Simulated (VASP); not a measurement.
# Si (C2/m) in VASP: notebook

The runs below take Si through single point, with PBE.

Program: VASP 6.6.1. These are calculated values, not measurements. Logs are shortened: lines on timing, memory, paths and dates and some standing lists are left out, and cuts for length are marked.

## Step 1: The cell of the first run

It takes space group C2/m (No. 12, monoclinic). The conventional cell has a = 13.913 Å, b = 3.867 Å, c = 6.365 Å, α = 90.00°, β = 96.86°, γ = 90.00°. Si (site symmetry m) has 4 Si at 2.35 to 2.39 Å within 3.1 Å. Si (site symmetry m) has 4 Si at 2.39 to 2.42 Å within 3.2 Å. Within 3.1 Å of Si (site symmetry m) lie 4 Si at 2.33 to 2.35 Å. Si (site symmetry m) has 4 Si at 2.33 to 2.42 Å within 3.1 Å.

## Step 2: Single point, PBE

Input file INCAR:

```
  PREC = Accurate
  ENCUT = 520
  EDIFF = 1E-7
  ISMEAR = 0
  SIGMA = 0.03
  LREAL = False
  LASPH = True
  NELM = 80
  ALGO = Normal
  ISIF = 2
  LWAVE = False
  LCHARG = False
  GGA = PE
  NBANDS = 26
```

Input file KPOINTS:

```
Automatic mesh
0
Gamma
  10 10 6
```

Input file POSCAR:

```
Si
1.0
    6.9563139221     -1.9334397594     -0.0049437215
    6.9563139221      1.9334397594     -0.0049437215
   -0.7559043688      0.0000000000      6.3195533039
Si
8
Direct
    0.0556621665      0.0556621665      0.8741221558
    0.9443378335      0.9443378335      0.1258778442
    0.5592302857      0.5592302857      0.6536328742
    0.4407697143      0.4407697143      0.3463671258
    0.2128935591      0.2128935591      0.0570686657
    0.7871064409      0.7871064409      0.9429313343
    0.7270257696      0.7270257696      0.5855965457
    0.2729742304      0.2729742304      0.4144034543
```

Potentials or basis: VASP PAW PBE potentials, release 64 (Si).

Started as:

```bash
> cat potpaw_PBE.64/Si/POTCAR > POTCAR
> mpirun -np 1 vasp_std > vasp.out
```

OUTCAR:

```text
PREC = Accurate
   ENCUT = 520
   EDIFF = 1E-7
   ISMEAR = 0
   LREAL = False
   LASPH = True
   NELM = 80
   ISIF = 2
   GGA = PE

 ion  position               nearest neighbor table
   1  0.056  0.056  0.874-   5 2.35   2 2.36   3 2.39   3 2.39
   2  0.944  0.944  0.126-   6 2.35   1 2.36   4 2.39   4 2.39
   3  0.559  0.559  0.654-   1 2.39   1 2.39   4 2.40   7 2.42
   4  0.441  0.441  0.346-   2 2.39   2 2.39   3 2.40   8 2.42
   5  0.213  0.213  0.057-   8 2.33   6 2.35   6 2.35   1 2.35
   6  0.787  0.787  0.943-   7 2.33   5 2.35   5 2.35   2 2.35
   7  0.727  0.727  0.586-   6 2.33   8 2.35   8 2.35   3 2.42
   8  0.273  0.273  0.414-   5 2.33   7 2.35   7 2.35   4 2.42

  LATTYP: Found a base centered monoclinic cell.
 ALAT       =    13.9126313576
 B/A-ratio  =     0.2779401983
 C/A-ratio  =     0.4574692448
 COS(beta)  =    -0.1194725906

  Lattice vectors:

 A1 = (   6.9563139221,  -1.9334397594,  -0.0049437215)
 A2 = (   6.9563139221,   1.9334397594,  -0.0049437215)
 A3 = (  -0.7559043688,   0.0000000000,   6.3195533039)

Analysis of symmetry for initial positions (statically):
=====================================================================
 Subroutine PRICEL returns:
 Original cell was already a primitive cell.

 Routine SETGRP: Setting up the symmetry group for a
 base centered monoclinic supercell.

 Subroutine GETGRP returns: Found  4 space group operations
 (whereof  4 operations were pure point group operations)
 out of a pool of  4 trial point group operations.

The static configuration has the point symmetry C_2h.

Analysis of symmetry for dynamics (positions and initial velocities):
=====================================================================
 Subroutine PRICEL returns:
 Original cell was already a primitive cell.

 Routine SETGRP: Setting up the symmetry group for a
 base centered monoclinic supercell.

 Subroutine GETGRP returns: Found  4 space group operations
 (whereof  4 operations were pure point group operations)
 out of a pool of  4 trial point group operations.

The dynamic configuration has the point symmetry C_2h.

 Subroutine INISYM returns: Found  4 space group operations
 (whereof  4 operations are pure point group operations),
 and found     1 'primitive' translations

[... 111 lines left out ...]
   NFREE  =      0    steps in history (QN), initial steepest desc. (CG)
   ISIF   =      2    stress and relaxation
   ISYM   =      2    0-nonsym 1-usesym 2-fastsym
   POTIM  = 0.5000    time-step for ionic-motion
   TEBEG  =    0.0;   TEEND  =   0.0 temperature during run
   PSTRESS=    0.0 pullay stress
   NELECT =      32.0000    total number of electrons
   NUPDOWN=      -1.0000    fix difference up-down
   EMIN   =  10.00;   EMAX   =-10.00  energy-range for DOS
   EFERMI =   0.00;   METHOD = LEGACY
   ISMEAR =     0;   SIGMA  =   0.03  broadening in eV -4-tet -1-fermi 0-gaus
   EFERMI_NEDOS =   21; number of points for ismear=-14 and -15
   IALGO  =     38    algorithm
   IMIX   =      4    mixing-type and parameters
     AMIX     =   0.40;   BMIX     =  1.00
     AMIX_MAG =   1.60;   BMIX_MAG =  1.00
  volume/ion in A,a.u.               =      21.25       143.38
  Fermi-wavevector in a.u.,A,eV,Ry     =   0.938271  1.773076 11.977928  0.880353
  Thomas-Fermi vector in A             =   2.065466
   LORBIT       =      0    0 simple, 1 ext, 2 COOP (PROOUT), +10 PAW based schemes
   GGA     = PE    functional components
   LHFCALC =     F    Hartree Fock is set to
   AEXX    =    0.0000 exact exchange contribution
   IVDW    =     0    specifies the selected vdW correction
   LEPSILON=     F    determine dielectric tensor
   LRPA    =     F    only Hartree local field effects (RPA)
 non-spin polarized calculation
 Gauss-broadening in eV      SIGMA  =   0.03
  energy-cutoff  :      520.00
  volume of cell :      169.98
 maximum number of plane-waves:      4595
 NGX is ok and might be reduce to    54
   NGX = 27   NGY = 27   NGZ = 23

 number of electron      31.9999999 magnetization

 Free energy of the ion-electron system (eV)
  ---------------------------------------------------
  ext. energy  EPLUGINS =         0.00000000
  ---------------------------------------------------
  free energy    TOTEN  =       -42.84549598 eV

  energy without entropy =      -42.84549598  energy(sigma->0) =      -42.84549598

 E-fermi :   5.5885     XC(G=0):  -9.0908

 val. band max:        5.4406503124   @ k =   0.0000   0.0000   0.0000
 cond. band min:       5.7299117621   @ k =   0.5000   0.5000   0.5000
 fundamental gap:      0.2892614497
 Fermi energy:         5.5884509948

 k-point     1 :       0.0000    0.0000    0.0000
  band No.  band energies     occupation
      1      -6.6293      2.00000
      2      -4.4189      2.00000
      3      -4.2001      2.00000
      4      -3.6518      2.00000
      5      -1.8196      2.00000
      6      -1.2901      2.00000
[... 685 lines left out ...]
     25       8.9878      0.00000
     26       9.0563      0.00000

 [... further k-points ...]

------------------------ aborting loop because EDIFF is reached ----------------------------------------

  FORCE on cell =-STRESS in cart. coord.  units (eV):
  Direction    XX          YY          ZZ          XY          YZ          ZX
  --------------------------------------------------------------------------------------
  -------------------------------------------------------------------------------------
  Total       -0.0621687     -0.0689053     -0.0631855      0.0000000      0.0000000      0.0043857
  in kB       -0.5859942     -0.6494923     -0.5955783      0.0000000      0.0000000      0.0413391
  external PRESSURE =      -0.6103549 kB  Pullay stress =       0.0000000 kB

 VOLUME and BASIS-vectors are now :
 -----------------------------------------------------------------------------
  energy-cutoff  :      520.00
  volume of cell :      169.98
      direct lattice vectors                 reciprocal lattice vectors
     6.956313922 -1.933439759 -0.004943721     0.071883258 -0.258606454  0.008598214
     6.956313922  1.933439759 -0.004943721     0.071883258  0.258606454  0.008598214
    -0.755904369  0.000000000  6.319553304     0.000112467  0.000000000  0.158252485

 POSITION                                       TOTAL-FORCE (eV/Angst)
 -----------------------------------------------------------------------------------
      0.11365      0.00000      5.52351         0.002535      0.000000      0.002527
     13.04307      0.00000      0.78615        -0.002535      0.000000     -0.002527
      7.28628      0.00000      4.12514        -0.001028      0.000000     -0.001284
      5.87044      0.00000      2.18453         0.001028      0.000000      0.001284
      2.91877      0.00000      0.35854         0.003997      0.000000     -0.000725
     10.23795      0.00000      5.95112        -0.003997      0.000000      0.000725
      9.67218      0.00000      3.69352         0.002968      0.000000      0.002912
      3.48454      0.00000      2.61615        -0.002968      0.000000     -0.002912
 -----------------------------------------------------------------------------------
    total drift:                               -0.000000     -0.000000     -0.000000

  FREE ENERGIE OF THE ION-ELECTRON SYSTEM (eV)
  ---------------------------------------------------
  free  energy   TOTEN  =       -42.8454959771 eV

  energy  without entropy=      -42.8454959771  energy(sigma->0) =      -42.84549598
```

It took 11 min on 1 thread of Intel Xeon 6975P-C (Granite Rapids), shared host; peak memory 0.69 GiB.

Results:

```yaml
Free_energy: -42.8455 eV
Pressure: -0.1 GPa
Largest_force: 0.004 eV/Å
Band_gap_on_the_k_mesh: 0.29 eV (least direct gap 0.54 eV)
```

Forces on the atoms (eV/Å):
```
Si   0.003  0.000  0.003
Si  -0.003  0.000 -0.003
Si  -0.001  0.000 -0.001
Si   0.001  0.000  0.001
Si   0.004  0.000 -0.001
Si  -0.004  0.000  0.001
Si   0.003  0.000  0.003
Si  -0.003  0.000 -0.003
```

Levels at points of the mesh, in eV from the valence-band top:
```tsv
k point	band 14	band 15	band 16	band 17	band 18	band 19
(0.00, 0.00, 0.00)	-0.75	-0.37	0.00	0.54	1.51	1.64
(0.50, 0.00, 0.00)	-2.76	-2.20	-1.88	0.84	1.53	1.88
(0.50, 0.50, 0.00)	-1.12	-0.78	-0.40	0.39	1.19	2.12
(0.00, 0.00, 0.50)	-1.29	-1.04	-0.96	0.90	1.26	1.80
(0.50, 0.00, 0.50)	-1.94	-1.73	-1.44	0.97	1.34	1.55
(0.50, 0.50, 0.50)	-1.51	-1.15	-0.78	0.29	1.20	1.34
```

## Step 3: Single point, PBE (atoms displaced along a vibrational mode, the cell strained)

Input file INCAR:

```
SYSTEM = Si
PREC = Accurate
ENCUT = 520
EDIFF = 1E-7
ISMEAR = 0
SIGMA = 0.03
LREAL = .FALSE.
LASPH = .TRUE.
NELM = 80
ALGO = Normal
ISIF = 2
LWAVE = .FALSE.
LCHARG = .TRUE.
GGA = PE
LELF = .TRUE.
LVHAR = .TRUE.
NBANDS = 26
```

Input file KPOINTS:

```
Automatic mesh
0
G
  10 10 6
  0 0 0
```

POSCAR, as its differences from that of step 2:

```diff
@@ -2,5 +2,5 @@
 1.0
-    6.9563139221     -1.9334397594     -0.0049437215
-    6.9563139221      1.9334397594     -0.0049437215
-   -0.7559043688      0.0000000000      6.3195533039
+    7.0339052071     -1.9559643326      0.0238396596
+    7.0339052071      1.9559643326      0.0238396596
+   -0.7382917970      0.0000000000      6.1723077119
 Si
```

Potentials or basis: VASP PAW PBE potentials, release 64 (Si).

Started as:

```bash
> cat potpaw_PBE.64/Si/POTCAR > POTCAR
> mpirun -np 1 vasp_std > vasp.out
```

Wall time 14 min (1 thread of Intel Xeon Platinum 8488C (Sapphire Rapids), shared host); peak memory 0.71 GiB.

Results (log left out):

```
Free energy            : -42.7858 eV
Pressure               : 0.1 GPa
Largest force          : 0.378 eV/Å
Band gap on the k mesh : 0.14 eV (least direct gap 0.33 eV)
```

Forces in eV/Å, atoms in the order of the input:
```
Si   0.195  0.000  0.019
Si  -0.195  0.000 -0.019
Si   0.185  0.000 -0.014
Si  -0.185  0.000  0.014
Si  -0.021  0.000 -0.342
Si   0.021  0.000  0.342
Si  -0.130  0.000 -0.355
Si   0.130  0.000  0.355
```

Stress tensor (GPa, compression positive):
```
-1.53  0.00 -0.16
 0.00 -1.43  0.00
-0.16  0.00  3.37
```

Levels at points of the mesh, in eV from the valence-band top:
```tsv
k point	band 13	band 14	band 15	band 16	band 17	band 18	band 19	band 20
(0.00, 0.00, 0.00)	-0.94	-0.68	-0.51	0.00	0.33	1.26	1.40	1.73
(0.50, 0.00, 0.00)	-2.92	-2.79	-2.27	-1.98	0.85	1.47	1.81	2.56
(0.50, 0.50, 0.00)	-1.60	-1.29	-0.79	-0.34	0.20	1.17	1.95	2.11
(0.00, 0.00, 0.50)	-1.61	-1.31	-1.23	-1.08	0.73	1.15	1.68	2.32
(0.50, 0.00, 0.50)	-2.12	-1.80	-1.71	-1.44	1.06	1.37	1.71	1.88
(0.50, 0.50, 0.50)	-2.02	-1.48	-1.35	-0.99	0.14	1.13	1.19	2.30
```

Caveat: the cell differs from its parent crystal (atoms displaced along a vibrational mode, the cell strained). A k mesh can miss the band edges.
